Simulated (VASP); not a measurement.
## SnO2: single point with LDA

Crystal: SnO2.

```
Sn O
1.0
     4.72013    0.00000    0.00000
     0.00000    4.72063    0.00000
     0.00000    0.00000    3.03990
Sn O
2 4
Cartesian
  2.3601 2.3603 1.5222
  0.0000 0.0000 -0.0022
  1.4443 1.4453 -0.0143
  3.8044 0.9150 1.5343
  0.9157 3.8056 1.5343
  3.2758 3.2753 -0.0143
```

This cell differs from its parent crystal: atoms displaced along a vibrational mode, the cell strained.

```
Program             : VASP 6.6.1
Task                : single point
Functional          : LDA
Potentials or basis : VASP PAW LDA potentials, release 64 (Sn_d, O)
Cutoff              : 520 eV
k mesh              : 6 × 6 × 8
Occupations         : gaussian, width 0.05 eV
Spin                : no spin polarisation
```

```
Pressure               : 16.1 GPa
Largest force          : 0.645 eV/Å
Band gap on the k mesh : 1.94 eV
```

Forces in eV/Å, atoms in the order of the input:
```
Sn   0.000  0.000 -0.456
Sn   0.000  0.000  0.456
O   -0.393 -0.392  0.328
O   -0.393  0.392 -0.328
O    0.393 -0.392 -0.328
O    0.393  0.392  0.328
```

Stress tensor (GPa, compression positive):
```
10.21  0.00  0.00
 0.00 10.21  0.00
 0.00  0.00 27.74
```

Levels at points of the mesh, in eV from the valence-band top:
```tsv
k point	band 23	band 24	band 25	band 26	band 27	band 28	band 29	band 30
(0.00, 0.00, 0.00)	-1.10	-0.92	-0.92	0.00	1.94	6.71	6.72	6.91
(0.50, 0.00, 0.00)	-1.08	-1.08	-0.74	-0.74	4.96	4.96	7.50	7.50
(0.00, 0.50, 0.00)	-1.08	-1.08	-0.74	-0.74	4.96	4.96	7.50	7.50
(0.50, 0.50, 0.00)	-1.17	-1.17	-1.07	-1.07	5.48	5.48	7.93	7.93
(0.00, 0.00, 0.50)	-1.89	-1.79	-1.37	-1.37	6.68	6.80	9.67	9.83
(0.50, 0.00, 0.50)	-1.27	-1.27	-0.76	-0.76	6.98	6.98	8.05	8.05
(0.00, 0.50, 0.50)	-1.27	-1.27	-0.76	-0.76	6.98	6.98	8.05	8.05
(0.50, 0.50, 0.50)	-1.09	-1.09	-0.99	-0.99	5.19	5.19	8.86	8.86
```

Wall time 5.1 min on 1 thread of Intel Xeon 8259CL, with other jobs on the host, peak memory 0.23 GiB.

Caveat: the cell differs from its parent crystal (atoms displaced along a vibrational mode, the cell strained); the stress differs along the axes, from 10 to 28 GPa; spin-orbit coupling is left out, which moves the levels of the heavy elements.
